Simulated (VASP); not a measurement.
A run of VASP 6.6.1:

The input INCAR:

```
ALGO = Normal
EDIFF = 1E-7
ENCUT = 520
GGA = PE
ISIF = 2
ISMEAR = -1
IVDW = 12
LASPH = T
LCHARG = F
LREAL = Auto
LWAVE = F
NBANDS = 48
NELM = 100
PREC = Accurate
SIGMA = 0.1
```

Contents of KPOINTS:

```
k-points
0
Gamma
  4 3 1
```

POSCAR

```
Be12N
1.0
    4.5800000000      0.0000000000      0.0000000000
    3.4350000000      5.9495950000      0.0000000000
    0.0000000000      0.0000000000     17.3826450000
Be N
24 2
Direct
   -0.1666666387      0.2222221849      0.0575285867
    0.3333333613      0.2222221849      0.0575285867
   -0.1666667227      0.5555556303      0.0575285867
    0.3333332773      0.5555556303      0.0575285867
   -0.1666666807      0.8888889076      0.0575285867
    0.3333333193      0.8888889076      0.0575285867
    0.0026114921     -0.0026860652      0.1615673564
    0.5026751275     -0.0026664000      0.1615551603
    0.0026979127      0.3306176303      0.1615811633
    0.5026349522      0.3306075456      0.1615807606
    0.0026362462      0.6639848595      0.1615429067
    0.5026730228      0.6639643539      0.1615484295
   -0.1664439246      0.2235269796      0.2637715952
    0.3336862633      0.2234547057      0.2637570404
   -0.1662114479      0.5567797472      0.2636916879
    0.3335438730      0.5567854619      0.2636678710
   -0.1663421690      0.8901019313      0.2636947944
    0.3336127024      0.8902066443      0.2636887539
    0.0029174835     -0.0014821177      0.3677789542
    0.5030846884     -0.0015088422      0.3677115307
    0.0029746003      0.3319046086      0.3679002246
    0.5028293915      0.3319873033      0.3678609901
    0.0029592843      0.6652353648      0.3677638817
    0.5029984670      0.6651615782      0.3675010909
    0.5405514987      0.7027246392      0.5798276384
    0.2678878490      0.8245014997      0.5792028198
```

Potentials or basis: VASP PAW PBE potentials, release 64 (Be, N).

Command:

```sh
$ cat potpaw_PBE.64/Be/POTCAR potpaw_PBE.64/N/POTCAR > POTCAR
$ mpirun -np 1 vasp_std > vasp.out
```

Hardware: 1 thread of Intel(R) Xeon(R) 6975P-C (Granite Rapids), on a shared host.

Task: How long does it take, and how much memory?

Result: Run time: 3.1 min on 1 thread of Intel(R) Xeon(R) 6975P-C (Granite Rapids) (shared host), peak memory 0.58 GiB. Counts: scf iterations 22, k points 7.
